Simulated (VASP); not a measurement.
Write the native input for VASP 6.6.1 that does the following.

* Task: relaxation of cell and atoms
* Functional: PBE
* Potentials or basis: VASP PAW PBE potentials, release 64 (Cs_sv, Be, Ag)
* Cutoff: 600 eV
* k mesh: 4 × 4 × 4
* Occupations: gaussian, width 0.1 eV
* Spin: no spin polarisation
* Dipole correction: no
* Further INCAR settings: ALGO = Normal; EDIFF = 1e-06; IBRION = 2; EDIFFG = -0.04; NSW = 90; ISIF = 3

The structure of CsBe3Ag lies in POSCAR:

```
CsBe3Ag
1.0
    4.0807238000      0.0000000000      0.0000000000
    0.0000000000      4.0807238000      0.0000000000
    0.0000000000      0.0000000000      5.4978145400
Cs Be Ag
1 3 1
Direct
    0.5000000000      0.5000000000      0.7217770800
    0.5000000000      0.0000000000      0.2377544000
    0.0000000000      0.5000000000      0.2377544000
    0.0000000000      0.0000000000      0.5922929600
    0.0000000000      0.0000000000      0.0108211200
```

The cell was generated, and may not be a known phase.

These files were run (other wordings do the same):

INCAR

```
SYSTEM = CsBe3Ag
PREC     = Accurate       ! precision mode
ENCUT    = 600            ! plane-wave cutoff, eV
EDIFF    = 1E-6           ! SCF threshold, eV
ISMEAR   = 0              ! smearing method
SIGMA    = 0.1            ! smearing width, eV
LREAL    = .False.        ! projectors in reciprocal space
LASPH    = .True.         ! aspherical terms in the spheres
NELM     = 60             ! most SCF steps
ALGO     = Normal         ! electronic algorithm
ISIF     = 3              ! what is computed and relaxed
LWAVE    = .False.        ! write WAVECAR
LCHARG   = .False.        ! write CHGCAR
GGA      = PE             ! functional
IBRION   = 2              ! ionic algorithm
NSW      = 90             ! ionic steps
EDIFFG   = -0.04          ! ionic threshold
```

KPOINTS

```
Automatic mesh
0
Gamma
  4 4 4
  0 0 0
```

Potentials or basis: VASP PAW PBE potentials, release 64 (Cs_sv, Be, Ag).

Command:

```sh
$ cat potpaw_PBE.64/Cs_sv/POTCAR potpaw_PBE.64/Be/POTCAR potpaw_PBE.64/Ag/POTCAR > POTCAR
$ mpirun -np 1 vasp_std > vasp.out
```

Results of the run:

```
Relaxed volume                        : 23.01 Å³/atom
Relaxed cell                          : a = 3.958 Å, b = 3.958 Å, c = 7.343 Å, α = 90.00°, β = 90.00°, γ = 90.00°
Space group after relaxing (to 0.1 Å) : P4mm (No. 99)
Energy gained by relaxing             : 503.5 meV/atom
Ionic steps                           : 30
Pressure after relaxing               : 0.0 GPa
Largest force after relaxing          : 0.031 eV/Å
Band gap on the k mesh                : zero (bands 13 and 14 overlap by 0.94 eV)
```

Caveat: the k points lie up to 0.40 Å⁻¹ apart in the final cell, too coarse for converged energies and pressures of a metal; the volume moved by over 15 % at a fixed basis, so the end points are rough; spin-orbit coupling is left out, which moves the levels of the heavy elements.

Wall time 17 min on 1 thread of Oxide Virtual Turin-like Processor, with other jobs on the host, peak memory 0.24 GiB.
